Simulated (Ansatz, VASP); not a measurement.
One calculation of Be, two programs

File INCAR:

```
SYSTEM = Be
PREC = Accurate
ENCUT = 520
EDIFF = 1E-7
ISMEAR = -1
SIGMA = 0.1
LREAL = .FALSE.
LASPH = .TRUE.
NELM = 60
ALGO = Normal
ISIF = 2
LWAVE = .FALSE.
LCHARG = .FALSE.
GGA = PE
NBANDS = 10
```

The input KPOINTS:

```
Automatic mesh
0
G
  11 11 16
  0 0 0
```

The input POSCAR:

```
Be
1.0
    3.4724328114      0.0000000000      0.0000000000
   -1.7362164057      3.0072150276      0.0000000000
    0.0000000000      0.0000000000      2.1329412409
Be
3
Direct
    1.0000000000      1.0000000000      1.0000000000
    0.3333333333      0.6666666667      0.5000000000
    0.6666666667      0.3333333333      0.5000000000
```

Input for Ansatz:

```yaml
crystal:
  lattice:
    - [3.4724328114, 0.0, 0.0]
    - [-1.7362164057, 3.0072150276, 0.0]
    - [0.0, 0.0, 2.1329412409]
  atoms:
    - { symbol: Be, position: [1.0, 1.0, 1.0] }
    - { symbol: Be, position: [0.3333333333, 0.6666666667, 0.5] }
    - { symbol: Be, position: [0.6666666667, 0.3333333333, 0.5] }
hamiltonian:
  xc: pbe
  pseudopotentials:
    kind: paw
    azcp:
      Be: "pseudopotentials/Be.paw.azcp"
basis:
  ecutwfc: 420
  fft_grid_basis: typed
kpoints:
  mp_grid: { grid: [11, 11, 16], shift: [0, 0, 0] }
magnetization:
  spin_polarized: false
scf:
  occupations: { method: fermi_dirac, width: 0.1 }
  lower_state_search: "off"
output:
  stress: true
  write_density: true
  write_potential: true
  elf: true
  volumetric_format: npy
```

Alike in both runs: task single point; functional PBE; k mesh 11 × 11 × 16; occupations fermi-dirac, width 0.1 eV; no spin polarisation.

```csv
,VASP,Ansatz
version,VASP 6.6.1,Ansatz 0.2.0
potentials or method,"VASP PAW PBE potentials, release 64 (Be), cutoff 520 eV","plane waves (420 eV) with PAW, scalar-relativistic"
valence electrons in the cell,6,6
```

```csv
,VASP,Ansatz,Ansatz less VASP
pressure (GPa),11.2,11.1,-0.17
"traceless stress, the component that is largest in VASP (GPa)",-1.68,-1.65,+0.033
```

With one functional, cell and mesh, what is left measures potentials, basis and numerics.
